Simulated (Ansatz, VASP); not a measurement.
## GaN in VASP and in Ansatz

Contents of INCAR:

```
ALGO = Normal
EDIFF = 1E-6
ENCUT = 520
GGA = PE
ISIF = 2
ISMEAR = 0
LASPH = T
LCHARG = T
LELF = T
LREAL = F
LVHAR = T
LWAVE = F
NBANDS = 26
NELM = 60
PREC = Accurate
SIGMA = 0.01
```

Contents of KPOINTS:

```
k-points
0
Gamma
  9 9 4
```

The input POSCAR:

```
GaN
1.0
    2.9747599802      0.0000000000      0.0000000000
   -1.4873799901      2.5762177130      0.0000000000
    0.0000000000      0.0000000000      5.0440053186
Ga N
2 2
Direct
    0.0000000000      0.0000000000      0.0000000000
    0.0000000000      0.0000000000      0.5000000000
    0.3333333333      0.6666666667      0.2500000000
    0.6666666667      0.3333333333      0.7500000000
```

Input for Ansatz:

```yaml
crystal:
  lattice:
    - [2.9747599802, 0.0, 0.0]
    - [-1.4873799901, 2.576217713, 0.0]
    - [0.0, 0.0, 5.0440053186]
  atoms:
    - { symbol: Ga, position: [0.0, 0.0, 0.0] }
    - { symbol: Ga, position: [0.0, 0.0, 0.5] }
    - { symbol: "N", position: [0.3333333333, 0.6666666667, 0.25] }
    - { symbol: "N", position: [0.6666666667, 0.3333333333, 0.75] }
kpoints:
  mp_grid: { grid: [9, 9, 4] }
hamiltonian:
  xc: pbe
scf:
  occupations: { method: fixed }
  n_extra_bands: 5
output:
  forces: true
  stress: true
  eigenvalues: true
```

Alike in both runs: task single point; functional PBE; k mesh 9 × 9 × 4; no spin polarisation.

|  | VASP | Ansatz |
| --- | --- | --- |
| version | VASP 6.6.1 | Ansatz 0.2.0 |
| potentials or method | VASP PAW PBE potentials, release 64 (Ga_d, N) | plane waves, PAW |
| plane-wave cutoff (eV) | 520 | 420 |
| occupations | gaussian, width 0.01 eV | fixed |
| valence electrons in the cell | 36 | 36 |

```csv
,VASP,Ansatz,Ansatz less VASP
gap on the k mesh at the Fermi level (eV),1.29,1.30,+0.010
pressure (GPa),7.3,6.5,-0.76
"traceless stress, the component that is largest in VASP (GPa)",0.85,0.82,-0.035
```
